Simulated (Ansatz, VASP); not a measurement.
# One calculation of Rh, two programs

Contents of INCAR:

```
  PREC = Accurate
  ENCUT = 520
  EDIFF = 1E-8
  ISMEAR = -1
  SIGMA = 0.03
  LREAL = F
  LASPH = T
  NELM = 100
  ALGO = Normal
  ISIF = 2
  LWAVE = F
  LCHARG = F
  LEFG = T
  NBANDS = 14
```

KPOINTS

```
regular mesh
0
Gamma
  16 16 16
```

Contents of POSCAR:

```
Rh
1.0
    0.0000000000      1.9205655000      1.9015500000
    1.9205655000      0.0000000000      1.9015500000
    1.9205655000      1.9205655000      0.0000000000
Rh
1
Direct
    0.0000000000      0.0000000000      0.0000000000
```

Input for Ansatz:

```yaml
crystal:
  lattice:
    - [0.0, 1.9205655, 1.90155]
    - [1.9205655, 0.0, 1.90155]
    - [1.9205655, 1.9205655, 0.0]
  atoms:
    - { symbol: Rh, position: [0.0, 0.0, 0.0] }
kpoints:
  mp_grid: { grid: [16, 16, 16] }
scf:
  occupations: { method: fermi_dirac, width: 0.03 }
hamiltonian:
  xc: lda
  pseudopotentials: { kind: paw }
output:
  forces: true
  stress: true
  eigenvalues: true
  efg: { contact_densities: true }
  write_density: true
  write_potential: true
  elf: true
  volumetric_format: npy
```

Change from the starting cell: equal xx and yy strain of +1 %, PAW files.

Alike in both runs: task electric field gradients; functional LDA; k mesh 16 × 16 × 16; occupations fermi-dirac, width 0.03 eV; no spin polarisation.

|  | VASP | Ansatz |
| --- | --- | --- |
| version | VASP 6.6.1 | Ansatz 0.2.0 |
| potentials or method | VASP PAW LDA potentials, release 64 (Rh_pv) | PAW with Ansatz's default frozen-core files, scalar-relativistic |
| plane-wave cutoff (eV) | 520 | 420 |
| valence electrons in the cell | 15 | 17 |

```tsv
	VASP	Ansatz	Ansatz less VASP
pressure (GPa)	-15.3	-16.1	-0.77
traceless stress, the component that is largest in VASP (GPa)	1.49	1.49	+0.004
size of Vzz on the site where it differs most (V/Å²)	1.0	1.1	+0.18
```

LDA's correlation is that of Perdew and Zunger in VASP and of Perdew and Wang (1992) in Ansatz. VASP's potentials hold 15 valence electrons a cell and Ansatz's 17, so a difference there can come from the potentials and not from the codes.
